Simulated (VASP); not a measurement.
## ZrS2: single point with PBE

ZrS2:

```
Zr S
1.0
     3.69138    0.00000    0.00000
    -1.84569    3.19683    0.00000
     0.00000    0.00000    6.04108
Zr S
1 2
Direct
  0.00000 0.00000 0.00000
  0.66667 0.33333 0.76209
  0.33333 0.66667 0.23791
```

```
Program             : VASP 6.6.1
Task                : single point
Functional          : PBE
Potentials or basis : VASP PAW PBE potentials, release 64 (Zr_sv, S)
Cutoff              : 500 eV
k mesh              : 5 × 5 × 3
Occupations         : gaussian, width 0.01 eV
Spin                : no spin polarisation
```

```
Pressure               : 0.6 GPa
Largest force          : 0.037 eV/Å
Band gap on the k mesh : 1.15 eV, indirect (least direct gap 1.63 eV)
```

Forces in eV/Å, atoms in the order of the input:
```
Zr   0.000  0.000  0.000
S    0.000  0.000 -0.037
S    0.000  0.000  0.037
```

Stress tensor (GPa, compression positive):
```
0.33 0.00 0.00
0.00 0.33 0.00
0.00 0.00 1.09
```

Levels at points of the mesh, in eV from the valence-band top:
| k point | band 9 | band 10 | band 11 | band 12 | band 13 | band 14 | band 15 | band 16 |
| --- | --- | --- | --- | --- | --- | --- | --- | --- |
| (0.00, 0.00, 0.00) | -2.72 | -0.04 | -0.04 | 0.00 | 1.63 | 1.63 | 2.47 | 5.05 |

Run time: 16 s on 1 thread of Intel(R) Xeon(R) Platinum 8259CL CPU @ 2.50GHz (Skylake/Cascade Lake), with other jobs on the host, peak memory 0.18 GiB.

Caveat: this functional lacks dispersion, which binds the layers, so the pressure and a relaxed spacing across them are unreliable. As with any semilocal functional, this PBE gap is likely too small.
